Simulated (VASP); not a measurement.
SiSn2Ge3:

```
Si Sn Ge
1.0
     5.46953    0.00000    0.00000
    -2.73477    4.73676    0.00000
     0.00000    0.00000    5.72962
Si Sn Ge
1 2 3
Cartesian
  0.0000 0.0000 3.7956
  2.7348 1.5789 5.7178
  0.0000 3.1578 5.7178
  1.3674 2.3684 2.9322
  2.7348 0.0000 2.9322
  -1.3674 2.3684 2.9322
```

```yaml
Program: VASP 6.6.1
Task: relaxation of cell and atoms
Functional: PBE
Potentials_or_basis: VASP PAW PBE potentials, release 64 (Si, Sn_d, Ge_d)
Cutoff: 600 eV
k_mesh: 6 × 6 × 4
Occupations: gaussian, width 0.1 eV
Spin: no spin polarisation
```

At the start: pressure 0.5 GPa; volume 24.74 Å³/atom.

Where does the relaxation end?

Over 13 steps the energy falls by 10.9 meV/atom and the volume is 24.70 Å³/atom (-0.2 %); space group P6mm (No. 183, to 0.05 Å).

The path:
```tsv
step	energy change (eV)	largest force (eV/Å)	pressure (GPa)	volume (Å³)
1	0.0000	0.1774	0.48	148.44
2	-0.0110	0.1304	-0.20	150.05
3	-0.0137	0.1034	-0.55	151.08
4	-0.0239	0.1004	-0.51	150.38
5	-0.0532	0.0614	-0.16	148.26
6	-0.0101	0.1924	1.21	143.92
7	-0.0594	0.0752	0.06	147.24
8	-0.0596	0.0803	0.09	147.03
9	-0.0603	0.0869	-0.01	147.34
10	-0.0603	0.0873	0.00	147.34
11	-0.0611	0.0818	-0.03	147.42
12	-0.0632	0.0662	-0.10	147.68
13	-0.0655	0.0309	-0.21	148.20
```

Final structure:
```xyz
6
Lattice="5.5839 0.0000 0.0000 -2.7920 4.8358 0.0000 0.0000 0.0000 5.4881" Properties=species:S:1:pos:R:3 pbc="T T T"
Si    5.5839    0.0000    3.6118
Sn    2.7920    1.6119    0.0590
Sn    0.0000    3.2239    0.0590
Ge    1.3960    2.4179    2.7697
Ge    2.7920    0.0000    2.7697
Ge   -1.3960    2.4179    2.7697
```
